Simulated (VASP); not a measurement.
**TiAl2: single point with PBEsol**

TiAl2:

```xyz
6
Lattice="1.9795 -6.0472 0.0000 1.9795 6.0472 0.0000 0.0000 0.0000 4.0315" Properties=species:S:1:pos:R:3 pbc="T T T"
Ti    1.9795   -1.8021    0.0000
Ti    1.9795    1.8021    0.0000
Al    0.0000    0.0000    0.0000
Al    1.9795   -3.9186    2.0158
Al    1.9795    3.9186    2.0158
Al    1.9795    0.0000    2.0158
```

```json
{
  "Program": "VASP 6.6.1",
  "Task": "single point",
  "Functional": "PBEsol",
  "Potentials or basis": "VASP PAW PBE potentials, release 64 (Ti_sv, Al)",
  "Cutoff": "520 eV",
  "k mesh": "10 × 10 × 10",
  "Occupations": "methfessel-paxton, width 0.05 eV",
  "Spin": "no spin polarisation",
  "Dipole correction": "no",
  "Further INCAR settings": "ALGO = Fast; EDIFF = 1e-07; NBANDS = 27"
}
```

| Quantity | Value |
| --- | --- |
| Pressure | -2.8 GPa |
| Largest force | 0.859 eV/Å |
| Band gap on the k mesh | zero (bands 18 and 19 overlap by 1.05 eV) |

Forces on the atoms (eV/Å):
```
Ti   0.000 -0.859  0.000
Ti   0.000  0.859  0.000
Al   0.000  0.000  0.000
Al   0.000 -0.195  0.000
Al   0.000  0.195  0.000
Al   0.000  0.000  0.000
```

Stress tensor (GPa, compression positive):
```
-2.97  0.00  0.00
 0.00 -1.00  0.00
 0.00  0.00 -4.31
```

Levels at points of the mesh, in eV from the Fermi level:
| k point | band 16 | band 17 | band 18 | band 19 | band 20 | band 21 |
| --- | --- | --- | --- | --- | --- | --- |
| (0.00, 0.00, 0.00) | -0.72 | -0.64 | -0.53 | 0.47 | 0.73 | 0.88 |
| (0.50, 0.00, 0.00) | -1.19 | -0.96 | -0.38 | 0.81 | 1.26 | 1.36 |
| (0.50, 0.50, 0.00) | -1.24 | -0.69 | -0.56 | 0.29 | 1.10 | 1.28 |
| (0.00, 0.00, 0.50) | -0.89 | -0.39 | 0.20 | 0.22 | 0.99 | 1.12 |
| (0.50, 0.00, 0.50) | -1.79 | -1.23 | -1.20 | -0.46 | 1.18 | 1.24 |
| (0.50, 0.50, 0.50) | -0.88 | 0.04 | 0.39 | 0.75 | 1.19 | 1.31 |

Run time: 51 min on 1 thread of Intel Xeon 8259CL (shared host), peak memory 0.54 GiB.

Caveat: the PAW data sets were made with another functional, which shifts forces and pressure a little.
